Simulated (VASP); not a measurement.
# In (Im-3m) in VASP: notebook

In is run at these levels: LDA; tasks: single point.

Everything below comes from runs of VASP 6.6.1. Logs are shortened: lines on timing, memory, paths and dates and some standing lists are left out, and cuts for length are marked.

**1. The cell of the first run**

Symmetry: Im-3m, No. 229, cubic system. The conventional cell has a = 3.677 Å, b = 3.677 Å, c = 3.677 Å, α = 90.00°, β = 90.00°, γ = 90.00°. Within 4.2 Å of In (site symmetry m-3m) lie 14 In at 3.18 to 3.68 Å.

**2. Single point, LDA**

INCAR reads:

```
PREC     = Accurate       # precision mode
ENCUT    = 520            # plane-wave cutoff, eV
EDIFF    = 1E-6           # SCF threshold, eV
ISMEAR   = -1             # smearing method
SIGMA    = 0.1            # smearing width, eV
LREAL    = F              # projectors in reciprocal space
LASPH    = T              # aspherical terms in the spheres
NELM     = 80             # most SCF steps
ALGO     = Normal         # electronic algorithm
ISIF     = 2              # what is computed and relaxed
LWAVE    = F              # write WAVECAR
LCHARG   = F              # write CHGCAR
NBANDS   = 12             # bands
```

KPOINTS reads:

```
regular mesh
0
Gamma
  14 14 14
```

POSCAR reads:

```
In
1.0
   -1.8387316994      1.8387316994      1.8387316994
    1.8387316994     -1.8387316994      1.8387316994
    1.8387316994      1.8387316994     -1.8387316994
In
1
Direct
    0.0000000000      0.0000000000      0.0000000000
```

Potentials or basis: VASP PAW LDA potentials, release 64 (In_d).

Command:

```bash
> cat potpaw_LDA.64/In_d/POTCAR > POTCAR
> mpirun -np 1 vasp_std > vasp.out
```

OUTCAR:

```text
PREC = Accurate
   ENCUT = 520
   EDIFF = 1E-6
   ISMEAR = -1
   LREAL = F
   LASPH = T
   NELM = 80
   ISIF = 2

 ion  position               nearest neighbor table
   1  0.000  0.000  0.000-

  LATTYP: Found a body centered cubic cell.
 ALAT       =     3.6774633988

  Lattice vectors:

 A1 = (  -1.8387316994,   1.8387316994,   1.8387316994)
 A2 = (   1.8387316994,  -1.8387316994,   1.8387316994)
 A3 = (   1.8387316994,   1.8387316994,  -1.8387316994)

Analysis of symmetry for initial positions (statically):
=====================================================================
 Subroutine PRICEL returns:
 Original cell was already a primitive cell.

 Routine SETGRP: Setting up the symmetry group for a
 body centered cubic supercell.

 Subroutine GETGRP returns: Found 48 space group operations
 (whereof 48 operations were pure point group operations)
 out of a pool of 48 trial point group operations.

The static configuration has the point symmetry O_h .

Analysis of symmetry for dynamics (positions and initial velocities):
=====================================================================
 Subroutine PRICEL returns:
 Original cell was already a primitive cell.

 Routine SETGRP: Setting up the symmetry group for a
 body centered cubic supercell.

 Subroutine GETGRP returns: Found 48 space group operations
 (whereof 48 operations were pure point group operations)
 out of a pool of 48 trial point group operations.

The dynamic configuration has the point symmetry O_h .

 Subroutine INISYM returns: Found 48 space group operations
 (whereof 48 operations are pure point group operations),
 and found     1 'primitive' translations

----------------------------------------------------------------------------------------

                                     Primitive cell

  volume of cell :      24.8665

  direct lattice vectors                    reciprocal lattice vectors
    -1.838731699  1.838731699  1.838731699     0.000000000  0.271926568  0.271926568
     1.838731699 -1.838731699  1.838731699     0.271926568  0.000000000  0.271926568
     1.838731699  1.838731699 -1.838731699     0.271926568  0.271926568  0.000000000

  length of vectors
     3.184776725  3.184776725  3.184776725     0.384562240  0.384562240  0.384562240

  position of ions in fractional coordinates (direct lattice)
     0.000000000  0.000000000  0.000000000

  ion indices of the primitive-cell ions
   primitive index   ion index
                 1           1

----------------------------------------------------------------------------------------

 KPOINTS: regular mesh

Automatic generation of k-mesh.
 Grid dimensions read from file:
 generate k-points for:   14   14   14

 Generating k-lattice:

  Cartesian coordinates                     Fractional coordinates (reciprocal lattice)
     0.000000000  0.019423326  0.019423326     0.071428571  0.000000000  0.000000000
     0.019423326  0.000000000  0.019423326     0.000000000  0.071428571  0.000000000
     0.019423326  0.019423326  0.000000000     0.000000000  0.000000000  0.071428571

  Length of vectors
     0.027468731  0.027468731  0.027468731

  Shift w.r.t. Gamma in fractional coordinates (k-lattice)
     0.000000000  0.000000000  0.000000000

 Subroutine IBZKPT returns following result:
 ===========================================

 Found    104 irreducible k-points:

 Following reciprocal coordinates:
            Coordinates               Weight
  0.000000  0.000000  0.000000      1.000000
  0.071429  0.000000  0.000000     12.000000
  0.142857  0.000000  0.000000     12.000000
  0.214286  0.000000  0.000000     12.000000
  0.285714  0.000000  0.000000     12.000000
  0.357143  0.000000  0.000000     12.000000
[... 16 lines left out ...]
  0.285714  0.285714  0.000000     24.000000
  0.357143  0.285714  0.000000     24.000000
 [... further k-points ...]
   k-points           NKPTS =    104   k-points in BZ     NKDIM =    104   number of bands    NBANDS=     12
   number of dos      NEDOS =    301   number of ions     NIONS =      1
   total plane-waves  NPLWV =  13824
   dimension x,y,z NGX =    24 NGY =   24 NGZ =   24
   dimension x,y,z NGXF=    48 NGYF=   48 NGZF=   48
   ions per type =               1
   NGX,Y,Z   is equivalent  to a cutoff of  12.53, 12.53, 12.53 a.u.
   NGXF,Y,Z  is equivalent  to a cutoff of  25.06, 25.06, 25.06 a.u.
 SYSTEM =  unknown system
   PREC   = accura    normal or accurate (medium, high low for compatibility)
   ISTART =      0    job   : 0-new  1-cont  2-samecut
   ICHARG =      2    charge: 1-file 2-atom 10-const
   ISPIN  =      1    spin polarized calculation?
   LNONCOLLINEAR =      F non collinear calculations
   LSORBIT =      F    spin-orbit coupling
   LASPH  =      T    aspherical Exc in radial PAW
   ENCUT  =  520.0 eV  38.22 Ry    6.18 a.u.   5.92  5.92  5.92*2*pi/ulx,y,z
   NELM   =     80;   NELMIN=  2; NELMDL= -5     # of ELM steps
   EDIFF  = 0.1E-05   stopping-criterion for ELM
   LREAL  =      F    real-space projection
   EDIFFG = 0.1E-04   stopping-criterion for IOM
   NSW    =      0    number of steps for IOM
   IBRION =     -1    ionic relax: 0-MD 1-quasi-New 2-CG
   NFREE  =      0    steps in history (QN), initial steepest desc. (CG)
   ISIF   =      2    stress and relaxation
   ISYM   =      2    0-nonsym 1-usesym 2-fastsym
   POTIM  = 0.5000    time-step for ionic-motion
   TEBEG  =    0.0;   TEEND  =   0.0 temperature during run
   PSTRESS=    0.0 pullay stress
   NELECT =      13.0000    total number of electrons
   NUPDOWN=      -1.0000    fix difference up-down
   EMIN   =  10.00;   EMAX   =-10.00  energy-range for DOS
   EFERMI =   0.00;   METHOD = LEGACY
   ISMEAR =    -1;   SIGMA  =   0.10  broadening in eV -4-tet -1-fermi 0-gaus
   EFERMI_NEDOS =   21; number of points for ismear=-14 and -15
   IALGO  =     38    algorithm
   IMIX   =      4    mixing-type and parameters
     AMIX     =   0.40;   BMIX     =  1.00
     AMIX_MAG =   1.60;   BMIX_MAG =  1.00
  volume/ion in A,a.u.               =      24.87       167.81
  Fermi-wavevector in a.u.,A,eV,Ry     =   1.318816  2.492201 23.664287  1.739276
  Thomas-Fermi vector in A             =   2.448759
   LORBIT       =      0    0 simple, 1 ext, 2 COOP (PROOUT), +10 PAW based schemes
   GGA     = CA    functional components
   LHFCALC =     F    Hartree Fock is set to
   AEXX    =    0.0000 exact exchange contribution
   IVDW    =     0    specifies the selected vdW correction
   LEPSILON=     F    determine dielectric tensor
   LRPA    =     F    only Hartree local field effects (RPA)
 non-spin polarized calculation
  energy-cutoff  :      520.00
  volume of cell :       24.87
 maximum number of plane-waves:       682
   NGX = 11   NGY = 11   NGZ = 11

 number of electron      12.9999994 magnetization

 Free energy of the ion-electron system (eV)
  ---------------------------------------------------
  ext. energy  EPLUGINS =         0.00000000
  ---------------------------------------------------
  free energy    TOTEN  =        -3.20923632 eV

  energy without entropy =       -3.19250281  energy(sigma->0) =       -3.20086957

 E-fermi :   7.7719     XC(G=0): -10.7734

 val. band max:        7.7480332051   @ k =   0.2857   0.2143   0.0000
 cond. band min:       7.8132391442   @ k =  -0.3571   0.5000   0.2143
 fundamental gap:      0.0652059391
 Fermi energy:         7.7719129060

 k-point     1 :       0.0000    0.0000    0.0000
  band No.  band energies     occupation
      1      -6.8532      2.00000
      2      -6.8532      2.00000
      3      -6.8532      2.00000
      4      -6.5311      2.00000
      5      -6.5311      2.00000
      6      -2.1069      2.00000
      7      19.3373      0.00000
      8      19.3373      0.00000
      9      19.3373      0.00000
     10      21.0594      0.00000
     11      21.0594      0.00000
     12      21.0594      0.00000

 k-point     2 :       0.0714    0.0000    0.0000
  band No.  band energies     occupation
      1      -6.8598      2.00000
      2      -6.8474      2.00000
      3      -6.8286      2.00000
      4      -6.5381      2.00000
      5      -6.5313      2.00000
      6      -1.9840      2.00000
      7      18.0776      0.00000
      8      18.7354      0.00000
      9      19.0187      0.00000
     10      20.3910      0.00000
     11      20.6799      0.00000
     12      20.9559      0.00000

 k-point     3 :       0.1429    0.0000    0.0000
  band No.  band energies     occupation
      1      -6.8782      2.00000
      2      -6.8351      2.00000
      3      -6.7592      2.00000
      4      -6.5557      2.00000
      5      -6.5317      2.00000
      6      -1.6120      2.00000
      7      15.5700      0.00000
      8      17.5602      0.00000
      9      18.1858      0.00000
     10      19.7896      0.00000
     11      20.0153      0.00000
     12      21.1689      0.00000
[... 286 lines left out ...]
 k-point    23 :       0.2857    0.2857    0.0000
  band No.  band energies     occupation
      1      -6.9308      2.00000
      2      -6.7475      2.00000
      3      -6.6188      2.00000
      4      -6.5446      2.00000
      5      -6.4565      2.00000
      6       3.8806      2.00000
      7       7.0646      1.99831
      8       8.1672      0.03769
      9      14.2312      0.00000
     10      21.2192      0.00000
     11      21.5631      0.00000
     12      24.1372      0.00000

 k-point    24 :       0.3571    0.2857    0.0000
  band No.  band energies     occupation
      1      -6.9303      2.00000
      2      -6.7197      2.00000
      3      -6.6421      2.00000
      4      -6.5240      2.00000
      5      -6.4745      2.00000
      6       4.9302      2.00000
      7       6.1655      2.00000
      8       7.6684      1.47595
      9      14.1328      0.00000
     10      21.2839      0.00000
     11      22.5092      0.00000
     12      22.8762      0.00000

 [... further k-points ...]
[... 5 lines left out ...]
  --------------------------------------------------------------------------------------
  -------------------------------------------------------------------------------------
  Total       -0.0117292     -0.0117292     -0.0117292      0.0000000      0.0000000      0.0000000
  in kB       -0.7557238     -0.7557238     -0.7557238      0.0000000      0.0000000      0.0000000
  external PRESSURE =      -0.7557238 kB  Pullay stress =       0.0000000 kB

 VOLUME and BASIS-vectors are now :
 -----------------------------------------------------------------------------
  energy-cutoff  :      520.00
  volume of cell :       24.87
      direct lattice vectors                 reciprocal lattice vectors
    -1.838731699  1.838731699  1.838731699     0.000000000  0.271926568  0.271926568
     1.838731699 -1.838731699  1.838731699     0.271926568  0.000000000  0.271926568
     1.838731699  1.838731699 -1.838731699     0.271926568  0.271926568  0.000000000

 POSITION                                       TOTAL-FORCE (eV/Angst)
 -----------------------------------------------------------------------------------
      0.00000      0.00000      0.00000         0.000000      0.000000      0.000000
 -----------------------------------------------------------------------------------
    total drift:                                0.000000      0.000000     -0.000000

  FREE ENERGIE OF THE ION-ELECTRON SYSTEM (eV)
  ---------------------------------------------------
  free  energy   TOTEN  =        -3.2092363227 eV

  energy  without entropy=       -3.1925028144  energy(sigma->0) =       -3.20086957
```

Run time: 30 s. Hardware: 1 thread of Intel Xeon 6975P-C, shared host; peak memory 0.15 GiB.

Results:

| Item | Value |
| --- | --- |
| Free energy | -3.2092 eV |
| Pressure | -0.1 GPa |

Levels at points of the mesh, in eV from the Fermi level:
```csv
k point,band 4,band 5,band 6,band 7,band 8,band 9
"(0.00, 0.00, 0.00)",-14.30,-14.30,-9.88,11.57,11.57,11.57
"(0.50, 0.00, 0.00)",-14.30,-14.10,-3.94,-3.34,6.11,7.55
"(0.50, 0.50, 0.50)",-14.15,-14.15,1.27,1.27,1.27,1.30
```

Caveat: spin-orbit coupling is left out, which moves the levels of the heavy elements.

**3. Single point, LDA (volume scaled by 1.04)**

INCAR reads:

```
SYSTEM = In
PREC = Accurate
ENCUT = 520
EDIFF = 1E-6
ISMEAR = -1
SIGMA = 0.1
LREAL = .False.
LASPH = .True.
NELM = 80
ALGO = Normal
ISIF = 2
LWAVE = .False.
LCHARG = .False.
NBANDS = 12
```

KPOINTS reads:

```
regular mesh
0
Gamma
  14 14 14
  0 0 0
```

POSCAR reads:

```
In
1.0
   -1.8629283124      1.8629283124      1.8629283124
    1.8629283124     -1.8629283124      1.8629283124
    1.8629283124      1.8629283124     -1.8629283124
In
1
Direct
    0.0000000000      0.0000000000      0.0000000000
```

Potentials or basis: VASP PAW LDA potentials, release 64 (In_d).

Command:

```bash
> cat potpaw_LDA.64/In_d/POTCAR > POTCAR
> mpirun -np 1 vasp_std > vasp.out
```

Wall time 32 s (1 thread of Intel Xeon 6975P-C, shared host); peak memory 0.15 GiB.

The run converged. Its results:

| Quantity | Value |
| --- | --- |
| Free energy | -3.2038 eV |
| Pressure | -1.8 GPa |

Levels at points of the mesh, in eV from the Fermi level:
```csv
k point,band 3,band 4,band 5,band 6,band 7,band 8,band 9,band 10
"(0.00, 0.00, 0.00)",-14.57,-14.27,-14.27,-9.59,11.13,11.13,11.13,13.18
"(0.50, 0.00, 0.00)",-14.29,-14.28,-14.09,-3.94,-3.17,5.93,7.41,10.32
"(0.50, 0.50, 0.50)",-14.14,-14.14,-14.14,1.02,1.28,1.28,1.28,5.48
```

Caveat: spin-orbit coupling is left out, which moves the levels of the heavy elements.
